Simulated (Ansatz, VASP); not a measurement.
# HfB: VASP beside Ansatz

Contents of INCAR:

```
SYSTEM = HfB
PREC     = Accurate       ! precision mode
ENCUT    = 520            ! plane-wave cutoff, eV
EDIFF    = 1E-6           ! SCF threshold, eV
ISMEAR   = 0              ! smearing method
SIGMA    = 0.15           ! smearing width, eV
LREAL    = .FALSE.        ! projectors in reciprocal space
LASPH    = .TRUE.         ! aspherical terms in the spheres
NELM     = 100            ! most SCF steps
ALGO     = Normal         ! electronic algorithm
ISIF     = 2              ! what is computed and relaxed
LWAVE    = .FALSE.        ! write WAVECAR
LCHARG   = .FALSE.        ! write CHGCAR
GGA      = PS             ! functional
NBANDS   = 14             ! bands
```

The input KPOINTS:

```
Automatic mesh
0
G
  18 18 18
  0 0 0
```

POSCAR

```
HfB
1.0
    0.0000000000      2.3100000000      2.4255000000
    2.3100000000      0.0000000000      2.4255000000
    2.3100000000      2.3100000000      0.0000000000
Hf B
1 1
Direct
    0.5000000000      0.5000000000      0.5000000000
    0.0000000000      0.0000000000      0.0000000000
```

Input for Ansatz:

```yaml
crystal:
  lattice:
    - [0.0, 2.31, 2.4255]
    - [2.31, 0.0, 2.4255]
    - [2.31, 2.31, 0.0]
  atoms:
    - { symbol: Hf, position: [0.5, 0.5, 0.5] }
    - { symbol: B, position: [0.0, 0.0, 0.0] }
basis:
  ecutwfc: 420
kpoints:
  mp_grid: { grid: [18, 18, 18] }
hamiltonian:
  xc: pbesol
scf:
  occupations: { method: gaussian, width: 0.15 }
output:
  forces: true
  stress: true
  eigenvalues: true
```

Change from the starting cell: strain +0.000 along x and y, +0.050 along z, atoms carried along.

Alike in both runs: task single point; functional PBEsol; k mesh 18 × 18 × 18; occupations gaussian, width 0.15 eV; no spin polarisation.

|  | VASP | Ansatz |
| --- | --- | --- |
| version | VASP 6.6.1 | Ansatz 0.2.0 |
| potentials or method | VASP PAW PBE potentials, release 64 (Hf_pv, B), cutoff 520 eV | scalar-relativistic, plane waves, PAW |
| valence electrons in the cell | 13 | 29 |

|  | VASP | Ansatz | Ansatz less VASP |
| --- | --- | --- | --- |
| gap on the k mesh at the Fermi level (eV) | none | none | - |
| pressure (GPa) | 13.1 | 12.4 | -0.71 |
| traceless stress, the component that is largest in VASP (GPa) | -13.94 | -13.70 | +0.232 |

VASP's potentials were made for PBE, not for PBEsol. A gap of «none» marks a metal or a gap that the smearing closes. VASP's potentials hold 13 valence electrons a cell and Ansatz's 29, so a difference there can come from the potentials and not from the codes.

Spin-orbit coupling is off throughout.
